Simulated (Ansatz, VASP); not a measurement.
## KF: VASP beside Ansatz

Contents of INCAR:

```
SYSTEM = KF
  PREC = Accurate
  ENCUT = 520
  EDIFF = 1E-6
  ISMEAR = 0
  SIGMA = 0.02
  LREAL = .False.
  LASPH = .True.
  NELM = 60
  ALGO = Normal
  ISIF = 2
  LWAVE = .False.
  LCHARG = .False.
  GGA = PE
  NBANDS = 15
```

File KPOINTS:

```
regular mesh
0
Gamma
  8 8 8
  0 0 0
```

Contents of POSCAR:

```
KF
1.0
    0.0000000000      2.5887767850      2.5887767850
    2.5887767850      0.0000000000      2.5887767850
    2.5887767850      2.5887767850      0.0000000000
K F
1 1
Direct
    0.0000000000      0.0000000000      0.0000000000
    0.5000000000      0.5000000000      0.5000000000
```

Input for Ansatz:

```yaml
crystal:
  lattice:
    - [0.0, 2.588776785, 2.588776785]
    - [2.588776785, 0.0, 2.588776785]
    - [2.588776785, 2.588776785, 0.0]
  atoms:
    - { symbol: K, position: [0.0, 0.0, 0.0] }
    - { symbol: F, position: [0.5, 0.5, 0.5] }
basis:
  ecutwfc: 420
kpoints:
  mp_grid: { grid: [8, 8, 8] }
hamiltonian:
  xc: pbe
scf:
  occupations: { method: gaussian, width: 0.02 }
output:
  forces: true
  stress: true
  eigenvalues: true
```

Alike in both runs: task single point; functional PBE; k mesh 8 × 8 × 8; occupations gaussian, width 0.02 eV; no spin polarisation.

|  | VASP | Ansatz |
| --- | --- | --- |
| version | VASP 6.6.1 | Ansatz 0.2.0 |
| potentials or method | VASP PAW PBE potentials, release 64 (K_sv, F), cutoff 520 eV | scalar-relativistic, plane waves, PAW |
| valence electrons in the cell | 16 | 16 |

|  | VASP | Ansatz | Ansatz less VASP |
| --- | --- | --- | --- |
| gap on the k mesh at the Fermi level (eV) | 6.69 | 6.71 | +0.018 |
| least direct gap on the mesh (eV) | 6.69 | 6.71 | +0.018 |
| pressure (GPa) | 5.7 | 5.6 | -0.15 |

With one functional, cell and mesh, what is left measures potentials, basis and numerics.
